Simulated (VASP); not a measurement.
# CO2 in VASP: a series of runs

Runs on CO2. Level: PBE+D3(BJ). Tasks: single point.

Everything below comes from runs of VASP 6.6.1. Logs are shortened: lines on timing, memory, paths and dates and some standing lists are left out, and cuts for length are marked.

### Step 1. The cell of the first run

The cell holds a disordered packing, 18 atoms: a = 7.343 Å, b = 7.343 Å, c = 7.343 Å, α = 90.00°, β = 90.00°, γ = 90.00°.

### Step 2. Single point, PBE+D3(BJ)

INCAR

```
PREC = Accurate
ENCUT = 1000
EDIFF = 1E-6
ISMEAR = -1
SIGMA = 0.02
LREAL = Auto
LASPH = True
NELM = 120
ALGO = Normal
ISIF = 2
LWAVE = False
LCHARG = True
GGA = PE
IVDW = 12
LELF = True
LVHAR = True
NBANDS = 63
GGA_COMPAT = False
```

KPOINTS

```
Automatic mesh
0
Gamma
  1 1 1
```

POSCAR

```
CO2
1.0
    7.3434200000      0.0000000000      0.0000000000
    0.0000000000      7.3434200000      0.0000000000
    0.0000000000      0.0000000000      7.3434200000
C O
6 12
Direct
    0.3833499922      0.6476954879      0.9026992873
    1.1041176999      0.5020140480      0.5409332436
    0.8333719166      0.9766294179     -0.1034259242
    1.0028297442     -0.0531360047      0.4711292559
    0.3003369002      0.1903472769      0.8487189892
    0.6517535426      0.4995220211      0.4612428541
    0.2448450450      0.7354338986      0.8985867620
    0.5063308377      0.5545100239      0.8997714961
    0.9939101944      0.4130636679      0.6066927944
    1.1925914628      0.6092937623      0.4468217806
    0.7586519633      0.8777790185      0.0008442933
    0.9346734900      1.0577905118     -0.1952904777
    0.8871888030     -0.1557176357      0.5183143549
    1.1239722091      0.0407167233      0.4255238023
    0.3070640110      0.2084178761      1.0113135297
    0.3554610794      0.1596531316      0.6971274965
    0.5827529952      0.5868927557      0.5777417062
    0.7353794281      0.4148884307      0.3633184538
```

Potentials or basis: VASP PAW PBE potentials, release 64 (C_h, O_h).

Started as:

```console
$ cat potpaw_PBE.64/C_h/POTCAR potpaw_PBE.64/O_h/POTCAR > POTCAR
$ mpirun -np 1 vasp_gam > vasp.out
```

OUTCAR:

```text
PREC = Accurate
   ENCUT = 1000
   EDIFF = 1E-6
   ISMEAR = -1
   LREAL = Auto
   LASPH = True
   NELM = 120
   ISIF = 2
   GGA = PE
   IVDW = 12
 IVDW          = 12

 ion  position               nearest neighbor table
   1  0.383  0.648  0.903-   8 1.13   7 1.20
   2  0.104  0.502  0.541-   9 1.15  10 1.23
   3  0.833  0.977  0.897-  12 1.17  11 1.19
   4  0.003  0.947  0.471-  14 1.17  13 1.19
   5  0.300  0.190  0.849-  15 1.20  16 1.21
   6  0.652  0.500  0.461-  18 1.13  17 1.18
   7  0.245  0.735  0.899-   1 1.20
   8  0.506  0.555  0.900-   1 1.13
   9  0.994  0.413  0.607-   2 1.15
  10  0.193  0.609  0.447-   2 1.23
  11  0.759  0.878  0.001-   3 1.19
  12  0.935  0.058  0.805-   3 1.17
  13  0.887  0.844  0.518-   4 1.19
  14  0.124  0.041  0.426-   4 1.17
  15  0.307  0.208  0.011-   5 1.20
  16  0.355  0.160  0.697-   5 1.21
  17  0.583  0.587  0.578-   6 1.18
  18  0.735  0.415  0.363-   6 1.13

  LATTYP: Found a simple cubic cell.
 ALAT       =     7.3434200000

  Lattice vectors:

 A1 = (   7.3434200000,   0.0000000000,   0.0000000000)
 A2 = (   0.0000000000,   7.3434200000,   0.0000000000)
 A3 = (   0.0000000000,   0.0000000000,   7.3434200000)

Analysis of symmetry for initial positions (statically):
=====================================================================
 Subroutine PRICEL returns:
 Original cell was already a primitive cell.

 Routine SETGRP: Setting up the symmetry group for a
 simple cubic supercell.

 Subroutine GETGRP returns: Found  1 space group operations
 (whereof  1 operations were pure point group operations)
 out of a pool of 48 trial point group operations.

The static configuration has the point symmetry C_1 .

Analysis of symmetry for dynamics (positions and initial velocities):
=====================================================================
 Subroutine PRICEL returns:
 Original cell was already a primitive cell.

 Routine SETGRP: Setting up the symmetry group for a
 simple cubic supercell.

 Subroutine GETGRP returns: Found  1 space group operations
 (whereof  1 operations were pure point group operations)
 out of a pool of 48 trial point group operations.

The dynamic configuration has the point symmetry C_1 .

 Subroutine INISYM returns: Found  1 space group operations
 (whereof  1 operations are pure point group operations),
 and found     1 'primitive' translations

----------------------------------------------------------------------------------------

                                     Primitive cell

  volume of cell :     395.9999

  direct lattice vectors                    reciprocal lattice vectors
     7.343420000  0.000000000  0.000000000     0.136176332  0.000000000  0.000000000
     0.000000000  7.343420000  0.000000000     0.000000000  0.136176332  0.000000000
     0.000000000  0.000000000  7.343420000     0.000000000  0.000000000  0.136176332

  length of vectors
     7.343420000  7.343420000  7.343420000     0.136176332  0.136176332  0.136176332

  position of ions in fractional coordinates (direct lattice)
     0.383349992  0.647695488  0.902699287
     0.104117700  0.502014048  0.540933244
     0.833371917  0.976629418  0.896574076
     0.002829744  0.946863995  0.471129256
     0.300336900  0.190347277  0.848718989
     0.651753543  0.499522021  0.461242854
     0.244845045  0.735433899  0.898586762
     0.506330838  0.554510024  0.899771496
     0.993910194  0.413063668  0.606692794
     0.192591463  0.609293762  0.446821781
     0.758651963  0.877779018  0.000844293
     0.934673490  0.057790512  0.804709522
     0.887188803  0.844282364  0.518314355
     0.123972209  0.040716723  0.425523802
     0.307064011  0.208417876  0.011313530
     0.355461079  0.159653132  0.697127497
     0.582752995  0.586892756  0.577741706
     0.735379428  0.414888431  0.363318454

  ion indices of the primitive-cell ions
   primitive index   ion index
                 1           1
                 2           2
                 3           3
                 4           4
                 5           5
                 6           6
                 7           7
                 8           8
                 9           9
                10          10
                11          11
                12          12
                13          13
                14          14
                15          15
                16          16
                17          17
                18          18

----------------------------------------------------------------------------------------

 KPOINTS: Automatic mesh

Automatic generation of k-mesh.
 Grid dimensions read from file:
 generate k-points for:    1    1    1

 Generating k-lattice:

  Cartesian coordinates                     Fractional coordinates (reciprocal lattice)
     0.136176332  0.000000000  0.000000000     1.000000000  0.000000000  0.000000000
     0.000000000  0.136176332  0.000000000     0.000000000  1.000000000  0.000000000
     0.000000000  0.000000000  0.136176332     0.000000000  0.000000000  1.000000000

  Length of vectors
     0.136176332  0.136176332  0.136176332

  Shift w.r.t. Gamma in fractional coordinates (k-lattice)
     0.000000000  0.000000000  0.000000000

 Subroutine IBZKPT returns following result:
 ===========================================

 Found      1 irreducible k-points:

 Following reciprocal coordinates:
            Coordinates               Weight
  0.000000  0.000000  0.000000      1.000000
   k-points           NKPTS =      1   k-points in BZ     NKDIM =      1   number of bands    NBANDS=     63
   number of dos      NEDOS =    301   number of ions     NIONS =     18
   total plane-waves  NPLWV = 512000
   dimension x,y,z NGX =    80 NGY =   80 NGZ =   80
   dimension x,y,z NGXF=   160 NGYF=  160 NGZF=  160
   ions per type =               6  12
   NGX,Y,Z   is equivalent  to a cutoff of  18.11, 18.11, 18.11 a.u.
   NGXF,Y,Z  is equivalent  to a cutoff of  36.22, 36.22, 36.22 a.u.
 SYSTEM =  unknown system
   PREC   = accura    normal or accurate (medium, high low for compatibility)
   ISTART =      0    job   : 0-new  1-cont  2-samecut
   ICHARG =      2    charge: 1-file 2-atom 10-const
   ISPIN  =      1    spin polarized calculation?
   LNONCOLLINEAR =      F non collinear calculations
   LSORBIT =      F    spin-orbit coupling
   LASPH  =      T    aspherical Exc in radial PAW
   ENCUT  = 1000.0 eV  73.50 Ry    8.57 a.u.  18.93 18.93 18.93*2*pi/ulx,y,z
   NELM   =    120;   NELMIN=  2; NELMDL= -5     # of ELM steps
   EDIFF  = 0.1E-05   stopping-criterion for ELM
   LREAL  =      T    real-space projection
   EDIFFG = 0.1E-04   stopping-criterion for IOM
   NSW    =      0    number of steps for IOM
   IBRION =     -1    ionic relax: 0-MD 1-quasi-New 2-CG
   NFREE  =      0    steps in history (QN), initial steepest desc. (CG)
   ISIF   =      2    stress and relaxation
   ISYM   =      2    0-nonsym 1-usesym 2-fastsym
   POTIM  = 0.5000    time-step for ionic-motion
   TEBEG  =    0.0;   TEEND  =   0.0 temperature during run
   PSTRESS=    0.0 pullay stress
   NELECT =      96.0000    total number of electrons
   NUPDOWN=      -1.0000    fix difference up-down
   EMIN   =  10.00;   EMAX   =-10.00  energy-range for DOS
   EFERMI =   0.00;   METHOD = LEGACY
   ISMEAR =    -1;   SIGMA  =   0.02  broadening in eV -4-tet -1-fermi 0-gaus
   EFERMI_NEDOS =   21; number of points for ismear=-14 and -15
   IALGO  =     38    algorithm
   IMIX   =      4    mixing-type and parameters
     AMIX     =   0.40;   BMIX     =  1.00
     AMIX_MAG =   1.60;   BMIX_MAG =  1.00
  volume/ion in A,a.u.               =      22.00       148.46
  Fermi-wavevector in a.u.,A,eV,Ry     =   1.020783  1.929001 14.177250  1.041998
  Thomas-Fermi vector in A             =   2.154372
   LORBIT       =      0    0 simple, 1 ext, 2 COOP (PROOUT), +10 PAW based schemes
   GGA     = PE    functional components
   LHFCALC =     F    Hartree Fock is set to
   AEXX    =    0.0000 exact exchange contribution
   IVDW    =    12    specifies the selected vdW correction
   LEPSILON=     F    determine dielectric tensor
   LRPA    =     F    only Hartree local field effects (RPA)
 non-spin polarized calculation
  energy-cutoff  :     1000.00
  volume of cell :      396.00
 maximum number of plane-waves:     14213
 NGX is ok and might be reduce to    80
   NGX = 37   NGY = 37   NGZ = 37

 number of electron      96.0000003 magnetization

 Free energy of the ion-electron system (eV)
  ---------------------------------------------------
  ext. energy  EPLUGINS =         0.00000000
  ---------------------------------------------------
  free energy    TOTEN  =      -137.97732556 eV

  energy without entropy =     -137.97732556  energy(sigma->0) =     -137.97732556

 E-fermi :  -4.2013     XC(G=0):  -6.1186

 val. band max:       -4.7792014110   @ k =   0.0000   0.0000   0.0000
 cond. band min:       0.6404294611   @ k =   0.0000   0.0000   0.0000
 fundamental gap:      5.4196308721
 Fermi energy:        -4.2012941770

 k-point     1 :       0.0000    0.0000    0.0000
  band No.  band energies     occupation
      1     -25.7421      2.00000
      2     -25.6957      2.00000
      3     -25.5507      2.00000
      4     -25.5132      2.00000
      5     -25.0610      2.00000
      6     -24.9847      2.00000
      7     -24.3717      2.00000
      8     -24.1147      2.00000
      9     -24.0696      2.00000
     10     -24.0395      2.00000
     11     -23.7601      2.00000
     12     -23.7013      2.00000
     13     -10.6167      2.00000
     14     -10.3319      2.00000
     15     -10.2431      2.00000
     16     -10.2244      2.00000
     17     -10.0192      2.00000
     18      -9.9912      2.00000
     19      -9.5348      2.00000
     20      -9.4348      2.00000
     21      -9.3279      2.00000
     22      -9.2849      2.00000
     23      -9.2415      2.00000
     24      -9.1626      2.00000
     25      -9.0047      2.00000
     26      -8.9467      2.00000
     27      -8.9176      2.00000
     28      -8.8103      2.00000
     29      -8.7913      2.00000
     30      -8.6269      2.00000
     31      -8.5277      2.00000
     32      -8.4081      2.00000
     33      -8.3456      2.00000
     34      -8.3420      2.00000
     35      -8.2859      2.00000
     36      -8.2207      2.00000
     37      -5.6058      2.00000
     38      -5.5494      2.00000
     39      -5.4668      2.00000
     40      -5.4316      2.00000
     41      -5.3515      2.00000
     42      -5.3422      2.00000
     43      -5.2076      2.00000
     44      -5.1067      2.00000
     45      -5.0255      2.00000
     46      -4.9042      2.00000
     47      -4.8345      2.00000
     48      -4.7792      2.00000
     49       0.6404      0.00000
     50       1.5582      0.00000
     51       2.0254      0.00000
     52       2.4586      0.00000
     53       2.7005      0.00000
     54       2.7506      0.00000
     55       2.8561      0.00000
     56       3.1062      0.00000
     57       3.1326      0.00000
     58       3.3910      0.00000
     59       3.5589      0.00000
     60       3.6062      0.00000
 [bands above 60 left out]

------------------------ aborting loop because EDIFF is reached ----------------------------------------

 Edisp (eV)   -0.82889

 E8    (eV) :    -0.2107

  FORCE on cell =-STRESS in cart. coord.  units (eV):
  Direction    XX          YY          ZZ          XY          YZ          ZX
  --------------------------------------------------------------------------------------
  -------------------------------------------------------------------------------------
  Total      -0.32083    -0.91250    -3.05493    -3.47813     3.47658     1.16305
  in kB      -1.29805    -3.69189   -12.35997   -14.07218    14.06589     4.70559
  external pressure =       -5.78 kB  Pullay stress =        0.00 kB

 VOLUME and BASIS-vectors are now :
 -----------------------------------------------------------------------------
  energy-cutoff  :     1000.00
  volume of cell :      396.00
      direct lattice vectors                 reciprocal lattice vectors
     7.343420000  0.000000000  0.000000000     0.136176332  0.000000000  0.000000000
     0.000000000  7.343420000  0.000000000     0.000000000  0.136176332  0.000000000
     0.000000000  0.000000000  7.343420000     0.000000000  0.000000000  0.136176332

 POSITION                                       TOTAL-FORCE (eV/Angst)
 -----------------------------------------------------------------------------------
      2.81510      4.75630      6.62890        -5.047868      2.926560     -0.155879
      0.76458      3.68650      3.97230         2.640597      4.553489     -4.466490
      6.11980      7.17180      6.58392         0.425580     -1.881472      1.778476
      0.02078      6.95322      3.45970        -0.057149     -0.809443      0.047791
      2.20550      1.39780      6.23250         3.623358     -0.905862      0.579278
      4.78610      3.66820      3.38710        -1.898864      2.816388      3.940871
      1.79800      5.40060      6.59870         2.154496     -1.006170      0.142780
      3.71820      4.07200      6.60740         2.753749     -1.897733      0.677011
      7.29870      3.03330      4.45520        -0.604830     -1.435758      1.699914
      1.41428      4.47430      3.28120        -1.659826     -3.212603      2.887452
      5.57110      6.44590      0.00620         0.053731      1.374768     -1.262273
      6.86370      0.42438      5.90932        -0.484999      0.744306     -0.026966
      6.51500      6.19992      3.80620         0.740656      0.973491     -0.691318
      0.91038      0.29900      3.12480        -0.883899     -0.308047      0.043681
      2.25490      1.53050      0.08308        -1.486438      0.038879     -2.486186
      2.61030      1.17240      5.11930        -1.979650      0.845044      2.096818
      4.27940      4.30980      4.24260         0.108264     -0.506183     -1.537960
      5.40020      3.04670      2.66800         1.603091     -2.309653     -3.266999
 -----------------------------------------------------------------------------------
    total drift:                               -0.001735      0.000938     -0.000561

  FREE ENERGIE OF THE ION-ELECTRON SYSTEM (eV)
  ---------------------------------------------------
  free  energy   TOTEN  =      -138.8062199749 eV

  energy  without entropy=     -138.8062199749  energy(sigma->0) =     -138.80621997
```

Wall time 2 min (1 thread of Intel Xeon Platinum 8375C at 2.90GHz (Ice Lake), shared host); peak memory 0.9 GiB.

What came out:

```
Free energy                : -138.8062 eV
Pressure                   : -0.6 GPa
Largest force              : 6.903 eV/Å
Dispersion energy per atom : -0.046 eV
```

Forces in eV/Å, atoms in the order of the input:
```
C   -5.048  2.927 -0.156
C    2.641  4.553 -4.466
C    0.426 -1.881  1.778
C   -0.057 -0.809  0.048
C    3.623 -0.906  0.579
C   -1.899  2.816  3.941
O    2.154 -1.006  0.143
O    2.754 -1.898  0.677
O   -0.605 -1.436  1.700
O   -1.660 -3.213  2.887
O    0.054  1.375 -1.262
O   -0.485  0.744 -0.027
O    0.741  0.973 -0.691
O   -0.884 -0.308  0.044
O   -1.486  0.039 -2.486
O   -1.980  0.845  2.097
O    0.108 -0.506 -1.538
O    1.603 -2.310 -3.267
```

Levels at points of the mesh, in eV from the Fermi level:
| k point | band 46 | band 47 | band 48 | band 49 | band 50 | band 51 |
| --- | --- | --- | --- | --- | --- | --- |
| (0.00, 0.00, 0.00) | -0.70 | -0.63 | -0.58 | 4.84 | 5.76 | 6.23 |

Caveat: the k points lie up to 0.86 Å⁻¹ apart, too coarse for converged energies, forces and pressures.

### Step 3. Single point, PBE+D3(BJ)

INCAR

```
SYSTEM = CO2
  PREC = Accurate
  ENCUT = 1000
  EDIFF = 1E-6
  ISMEAR = -1
  SIGMA = 0.02
  LREAL = Auto
  LASPH = .True.
  NELM = 120
  ALGO = Normal
  ISIF = 2
  LWAVE = .False.
  LCHARG = .False.
  GGA = PE
  IVDW = 12
  NBANDS = 63
  GGA_COMPAT = .False.
```

KPOINTS

```
regular mesh
0
Gamma
  1 1 1
  0 0 0
```

POSCAR

```
CO2
1.0
    7.3434200000      0.0000000000      0.0000000000
    0.0000000000      7.3434200000      0.0000000000
    0.0000000000      0.0000000000      7.3434200000
C O
6 12
Direct
    0.3288817739      0.6637222706      0.9658913775
    1.0141282636      0.4803708510      0.5009280782
    0.8881649019      0.9542785448     -0.0003816883
    0.9249724057     -0.0343446709      0.4813031548
    0.4231795065      0.1657000313      0.8828731777
    0.5353300182      0.4793162697      0.4609081745
    0.2348649942      0.7624310763      0.8831821116
    0.4235940008      0.5654426902      1.0480178464
    0.9528789073      0.4456157545      0.6438962540
    1.0754616908      0.5154037969      0.3579783463
    0.8486266576      0.8394461976      0.1028168703
    0.9280036646      1.0690959972     -0.1033918754
    0.8284615016     -0.1432294680      0.5472630658
    1.0216476485      0.0744282423      0.4156158819
    0.4948768161      0.0856108593      1.0005532650
    0.3511641039      0.2453371068      0.7651339416
    0.4566617379      0.5996794009      0.5300032432
    0.6148997071      0.3591267495      0.3924647748
```

Potentials or basis: VASP PAW PBE potentials, release 64 (C_h, O_h).

Started as:

```console
$ cat potpaw_PBE.64/C_h/POTCAR potpaw_PBE.64/O_h/POTCAR > POTCAR
$ mpirun -np 1 vasp_gam > vasp.out
```

Wall time 3.3 min (1 thread of AMD EPYC, shared host); peak memory 0.87 GiB.

It converged, with:

```
Free energy                : -140.5154 eV
Pressure                   : -0.4 GPa
Largest force              : 0.324 eV/Å
Dispersion energy per atom : -0.044 eV
```

Forces in eV/Å, atoms in the order of the input:
```
C    0.012 -0.017 -0.002
C    0.008 -0.045  0.009
C    0.002  0.005 -0.006
C   -0.029  0.019  0.022
C   -0.012 -0.009  0.014
C    0.014  0.013  0.008
O    0.019 -0.035  0.029
O   -0.040  0.038 -0.032
O    0.025  0.038 -0.056
O   -0.020  0.013  0.054
O   -0.009  0.001 -0.013
O   -0.003 -0.005  0.016
O    0.211  0.208 -0.132
O   -0.168 -0.213  0.117
O   -0.022  0.023 -0.036
O    0.026 -0.023  0.015
O    0.075 -0.131 -0.069
O   -0.087  0.120  0.061
```

Stress tensor (GPa, compression positive):
```
-0.31 -0.06  0.13
-0.06 -0.39  0.04
 0.13  0.04 -0.38
```

Levels at points of the mesh, in eV from the Fermi level:
```
           k point  band 46  band 47  band 48  band 49  band 50  band 51
(0.00, 0.00, 0.00)    -0.75    -0.62    -0.53     5.90     7.24     7.34
```

Caveat: the k points lie up to 0.86 Å⁻¹ apart, too coarse for converged energies, forces and pressures.
